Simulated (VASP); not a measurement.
# CuO2 (Fm-3m) in VASP: a series of runs

The runs below take CuO2 through single point, with r2SCAN, PBEsol+U.

Program: VASP 6.6.1. These are calculated values, not measurements. Logs are shortened: lines on timing, memory, paths and dates and some standing lists are left out, and cuts for length are marked.

## 1. The cell of the first run

Symmetry: Fm-3m, No. 225, cubic system. The conventional cell has a = 4.769 Å, b = 4.769 Å, c = 4.769 Å, α = 90.00°, β = 90.00°, γ = 90.00°. Cu (site symmetry m-3m) has 8 O at 2.07 Å within 2.7 Å. Within 2.7 Å of O (site symmetry -43m) lie 4 Cu at 2.07 Å and 6 O at 2.38 Å.

## 2. Single point, r2SCAN

File POSCAR:

```
CuO2
1.0
    0.0000000000      2.3844798727      2.3844798727
    2.3844798727      0.0000000000      2.3844798727
    2.3844798727      2.3844798727      0.0000000000
Cu O
1 2
Direct
    0.0000000000      0.0000000000      0.0000000000
    0.2500000000      0.2500000000      0.2500000000
    0.7500000000      0.7500000000      0.7500000000
```

File INCAR.step1:

```
PREC = Accurate
ENCUT = 520
ISMEAR = 0
SIGMA = 0.1
LREAL = False
LASPH = True
NELM = 80
NBANDS = 18
GGA = PE
ALGO = Normal
EDIFF = 1E-4
LWAVE = True
LCHARG = False
```

File INCAR.step2:

```
PREC = Accurate
ENCUT = 520
EDIFF = 1E-7
ISMEAR = 0
SIGMA = 0.1
LREAL = False
LASPH = True
NELM = 80
ALGO = Normal
ISIF = 2
LWAVE = False
LCHARG = False
METAGGA = R2SCAN
LMIXTAU = True
NBANDS = 18
ISTART = 1
```

File KPOINTS:

```
Automatic mesh
0
Gamma
  16 16 16
```

Potentials or basis: VASP PAW PBE potentials, release 64 (Cu, O).

The run is started by

```
cat potpaw_PBE.64/Cu/POTCAR potpaw_PBE.64/O/POTCAR > POTCAR
cp INCAR.step1 INCAR
mpirun -np 1 vasp_std > vasp.out
cp INCAR.step2 INCAR
mpirun -np 1 vasp_std > vasp.out
```

OUTCAR:

```text
PREC = Accurate
   ENCUT = 520
   EDIFF = 1E-7
   ISMEAR = 0
   LREAL = False
   LASPH = True
   NELM = 80
   ISIF = 2
   METAGGA = R2SCAN
   ISTART = 1

 ion  position               nearest neighbor table
   1  0.000  0.000  0.000-   3 2.07   3 2.07   3 2.07   2 2.07   3 2.07   2 2.07   2 2.07   2 2.07

   2  0.250  0.250  0.250-   1 2.07   1 2.07   1 2.07   1 2.07
   3  0.750  0.750  0.750-   1 2.07   1 2.07   1 2.07   1 2.07

  LATTYP: Found a face centered cubic cell.
 ALAT       =     4.7689597454

  Lattice vectors:

 A1 = (   0.0000000000,   2.3844798727,   2.3844798727)
 A2 = (   2.3844798727,   0.0000000000,   2.3844798727)
 A3 = (   2.3844798727,   2.3844798727,   0.0000000000)

Analysis of symmetry for initial positions (statically):
=====================================================================
 Subroutine PRICEL returns:
 Original cell was already a primitive cell.

 Routine SETGRP: Setting up the symmetry group for a
 face centered cubic supercell.

 Subroutine GETGRP returns: Found 48 space group operations
 (whereof 48 operations were pure point group operations)
 out of a pool of 48 trial point group operations.

The static configuration has the point symmetry O_h .

Analysis of symmetry for dynamics (positions and initial velocities):
=====================================================================
 Subroutine PRICEL returns:
 Original cell was already a primitive cell.

 Routine SETGRP: Setting up the symmetry group for a
 face centered cubic supercell.

 Subroutine GETGRP returns: Found 48 space group operations
 (whereof 48 operations were pure point group operations)
 out of a pool of 48 trial point group operations.

The dynamic configuration has the point symmetry O_h .

 Subroutine INISYM returns: Found 48 space group operations
 (whereof 48 operations are pure point group operations),
 and found     1 'primitive' translations

----------------------------------------------------------------------------------------

                                     Primitive cell

  volume of cell :      27.1151

  direct lattice vectors                    reciprocal lattice vectors
     0.000000000  2.384479873  2.384479873    -0.209689335  0.209689335  0.209689335
     2.384479873  0.000000000  2.384479873     0.209689335 -0.209689335  0.209689335
     2.384479873  2.384479873  0.000000000     0.209689335  0.209689335 -0.209689335

  length of vectors
     3.372163775  3.372163775  3.372163775     0.363192583  0.363192583  0.363192583

  position of ions in fractional coordinates (direct lattice)
     0.000000000  0.000000000  0.000000000
     0.250000000  0.250000000  0.250000000
     0.750000000  0.750000000  0.750000000

  ion indices of the primitive-cell ions
   primitive index   ion index
                 1           1
                 2           2
                 3           3

----------------------------------------------------------------------------------------

 KPOINTS: Automatic mesh

Automatic generation of k-mesh.
 Grid dimensions read from file:
 generate k-points for:   16   16   16

 Generating k-lattice:

  Cartesian coordinates                     Fractional coordinates (reciprocal lattice)
    -0.013105583  0.013105583  0.013105583     0.062500000  0.000000000  0.000000000
     0.013105583 -0.013105583  0.013105583     0.000000000  0.062500000  0.000000000
     0.013105583  0.013105583 -0.013105583     0.000000000  0.000000000  0.062500000

  Length of vectors
     0.022699536  0.022699536  0.022699536

  Shift w.r.t. Gamma in fractional coordinates (k-lattice)
     0.000000000  0.000000000  0.000000000

 Subroutine IBZKPT returns following result:
 ===========================================

 Found    145 irreducible k-points:

 Following reciprocal coordinates:
            Coordinates               Weight
  0.000000  0.000000  0.000000      1.000000
  0.062500  0.000000  0.000000      8.000000
  0.125000  0.000000  0.000000      8.000000
  0.187500  0.000000  0.000000      8.000000
  0.250000  0.000000  0.000000      8.000000
  0.312500  0.000000  0.000000      8.000000
[... 16 lines left out ...]
 -0.125000  0.062500  0.000000     24.000000
 -0.062500  0.062500  0.000000     12.000000
 [... further k-points ...]
   k-points           NKPTS =    145   k-points in BZ     NKDIM =    145   number of bands    NBANDS=     18
   number of dos      NEDOS =    301   number of ions     NIONS =      3
   total plane-waves  NPLWV =  21952
   dimension x,y,z NGX =    28 NGY =   28 NGZ =   28
   dimension x,y,z NGXF=    56 NGYF=   56 NGZF=   56
   ions per type =               1   2
   NGX,Y,Z   is equivalent  to a cutoff of  13.80, 13.80, 13.80 a.u.
   NGXF,Y,Z  is equivalent  to a cutoff of  27.61, 27.61, 27.61 a.u.
 SYSTEM =  unknown system
   PREC   = accura    normal or accurate (medium, high low for compatibility)
   ISTART =      1    job   : 0-new  1-cont  2-samecut
   ICHARG =      0    charge: 1-file 2-atom 10-const
   ISPIN  =      1    spin polarized calculation?
   LNONCOLLINEAR =      F non collinear calculations
   LSORBIT =      F    spin-orbit coupling
   LASPH  =      T    aspherical Exc in radial PAW
   ENCUT  =  520.0 eV  38.22 Ry    6.18 a.u.   6.27  6.27  6.27*2*pi/ulx,y,z
   NELM   =     80;   NELMIN=  2; NELMDL=  0     # of ELM steps
   EDIFF  = 0.1E-06   stopping-criterion for ELM
   LREAL  =      F    real-space projection
   EDIFFG = 0.1E-05   stopping-criterion for IOM
   NSW    =      0    number of steps for IOM
   IBRION =     -1    ionic relax: 0-MD 1-quasi-New 2-CG
   NFREE  =      0    steps in history (QN), initial steepest desc. (CG)
   ISIF   =      2    stress and relaxation
   ISYM   =      2    0-nonsym 1-usesym 2-fastsym
   POTIM  = 0.5000    time-step for ionic-motion
   TEBEG  =    0.0;   TEEND  =   0.0 temperature during run
   PSTRESS=    0.0 pullay stress
   NELECT =      23.0000    total number of electrons
   NUPDOWN=      -1.0000    fix difference up-down
   EMIN   =  10.00;   EMAX   =-10.00  energy-range for DOS
   EFERMI =   0.00;   METHOD = LEGACY
   ISMEAR =     0;   SIGMA  =   0.10  broadening in eV -4-tet -1-fermi 0-gaus
   EFERMI_NEDOS =   21; number of points for ismear=-14 and -15
   IALGO  =     38    algorithm
   IMIX   =      4    mixing-type and parameters
     AMIX     =   0.40;   BMIX     =  1.00
     AMIX_MAG =   1.60;   BMIX_MAG =  1.00
  volume/ion in A,a.u.               =       9.04        60.99
  Fermi-wavevector in a.u.,A,eV,Ry     =   1.549698  2.928505 32.675267  2.401564
  Thomas-Fermi vector in A             =   2.654468
   LORBIT       =      0    0 simple, 1 ext, 2 COOP (PROOUT), +10 PAW based schemes
   METAGGA = R2SCAN    functional components
   LHFCALC =     F    Hartree Fock is set to
   AEXX    =    0.0000 exact exchange contribution
   IVDW    =     0    specifies the selected vdW correction
   LEPSILON=     F    determine dielectric tensor
   LRPA    =     F    only Hartree local field effects (RPA)
 non-spin polarized calculation
 Gauss-broadening in eV      SIGMA  =   0.10
  energy-cutoff  :      520.00
  volume of cell :       27.12
 maximum number of plane-waves:       748
 NGX is ok and might be reduce to    28
   NGX = 13   NGY = 13   NGZ = 13

 number of electron      23.0000006 magnetization

 Free energy of the ion-electron system (eV)
  ---------------------------------------------------
  ext. energy  EPLUGINS =         0.00000000
  ---------------------------------------------------
  free energy    TOTEN  =       -22.13733305 eV

  energy without entropy =      -22.08615997  energy(sigma->0) =      -22.11174651

 E-fermi :   4.3760     XC(G=0): -12.8641

 val. band max:        4.3755758009   @ k =   0.4375   0.1250   0.0625
 cond. band min:       4.3779002680   @ k =  -0.3750   0.2500   0.1250
 fundamental gap:      0.0023244671
 Fermi energy:         4.3760216731

 k-point     1 :       0.0000    0.0000    0.0000
  band No.  band energies     occupation
      1     -16.7740      2.00000
      2     -12.5607      2.00000
      3      -1.8175      2.00000
      4      -1.8175      2.00000
      5      -1.8175      2.00000
      6       1.1908      2.00000
[... 10 lines left out ...]
     17      17.1930      0.00000
     18      23.7198      0.00000

 k-point     2 :       0.0625    0.0000    0.0000
  band No.  band energies     occupation
      1     -16.7343      2.00000
      2     -12.6095      2.00000
      3      -1.7912      2.00000
      4      -1.7912      2.00000
      5      -1.7411      2.00000
      6       1.1669      2.00000
[... 10 lines left out ...]
     17      17.3051      0.00000
     18      24.0861      0.00000

 k-point     3 :       0.1250    0.0000    0.0000
  band No.  band energies     occupation
      1     -16.6161      2.00000
      2     -12.7508      2.00000
      3      -1.7145      2.00000
      4      -1.7144      2.00000
      5      -1.5207      2.00000
      6       1.1028      2.00000
[... 10 lines left out ...]
     17      17.6337      0.00000
     18      24.8505      0.00000

 k-point     4 :       0.1875    0.0000    0.0000
  band No.  band energies     occupation
      1     -16.4249      2.00000
      2     -12.9710      2.00000
      3      -1.5943      2.00000
      4      -1.5942      2.00000
      5      -1.1810      2.00000
      6       1.0190      2.00000
[... 375 lines left out ...]
      4      -1.4603      2.00000
      5      -0.9311      2.00000
      6       0.8478      2.00000
[... 10 lines left out ...]
     17      18.6714      0.00000
     18      24.8522      0.00000

 k-point    23 :      -0.1250    0.0625    0.0000
  band No.  band energies     occupation
      1     -16.5265      2.00000
      2     -12.8528      2.00000
      3      -1.7449      2.00000
      4      -1.6127      2.00000
      5      -1.3139      2.00000
      6       0.9748      2.00000
[... 10 lines left out ...]
     17      18.0743      0.00000
     18      24.8108      0.00000

 k-point    24 :      -0.0625    0.0625    0.0000
  band No.  band energies     occupation
      1     -16.6684      2.00000
      2     -12.6882      2.00000
      3      -1.7930      2.00000
      4      -1.7262      2.00000
      5      -1.5939      2.00000
      6       1.0889      2.00000
[... 10 lines left out ...]
     17      17.6063      0.00000
     18      24.5515      0.00000

 [... further k-points ...]

------------------------ aborting loop because EDIFF is reached ----------------------------------------

  FORCE on cell =-STRESS in cart. coord.  units (eV):
  Direction    XX          YY          ZZ          XY          YZ          ZX
  --------------------------------------------------------------------------------------
  -------------------------------------------------------------------------------------
  Total        0.1442461      0.1442461      0.1442461      0.0000000      0.0000000      0.0000000
  in kB        8.5232187      8.5232187      8.5232187      0.0000000      0.0000000      0.0000000
  external PRESSURE =       8.5232187 kB  Pullay stress =       0.0000000 kB

 VOLUME and BASIS-vectors are now :
 -----------------------------------------------------------------------------
  energy-cutoff  :      520.00
  volume of cell :       27.12
      direct lattice vectors                 reciprocal lattice vectors
     0.000000000  2.384479873  2.384479873    -0.209689335  0.209689335  0.209689335
     2.384479873  0.000000000  2.384479873     0.209689335 -0.209689335  0.209689335
     2.384479873  2.384479873  0.000000000     0.209689335  0.209689335 -0.209689335

 POSITION                                       TOTAL-FORCE (eV/Angst)
 -----------------------------------------------------------------------------------
      0.00000      0.00000      0.00000        -0.000000      0.000000     -0.000000
      1.19224      1.19224      1.19224         0.000000      0.000000      0.000000
      3.57672      3.57672      3.57672        -0.000000     -0.000000     -0.000000
 -----------------------------------------------------------------------------------
    total drift:                               -0.000000     -0.000000      0.000000

  FREE ENERGIE OF THE ION-ELECTRON SYSTEM (eV)
  ---------------------------------------------------
  free  energy   TOTEN  =       -22.1373330517 eV

  energy  without entropy=      -22.0861599681  energy(sigma->0) =      -22.11174651
```

Wall time 3.2 min (1 thread of Intel Xeon 6975P-C (Granite Rapids), shared host); peak memory 0.21 GiB.

What came out:

- Free energy: -22.1373 eV
- Pressure: 0.9 GPa

Levels at points of the mesh, in eV from the Fermi level:
| k point | band 8 | band 9 | band 10 | band 11 | band 12 | band 13 | band 14 | band 15 |
| --- | --- | --- | --- | --- | --- | --- | --- | --- |
| (0.00, 0.00, 0.00) | -1.12 | -1.12 | -1.12 | -0.08 | -0.08 | -0.08 | 6.73 | 12.82 |
| (0.50, 0.00, 0.00) | -3.09 | -3.08 | -3.08 | -2.28 | 0.04 | 0.04 | 10.99 | 11.62 |
| (0.50, 0.50, 0.00) | -3.02 | -2.72 | -2.41 | 0.04 | 0.70 | 0.70 | 9.41 | 13.32 |

Caveat: the PAW data sets were made with another functional, which shifts forces and pressure a little; an odd number of electrons without spin polarisation forces a metal; a magnetic or distorted state may lie lower; semilocal functionals often make such compounds metallic where correlation or magnetic order opens a gap, which also shifts bond lengths.

(Continued in part 2 of 2.)
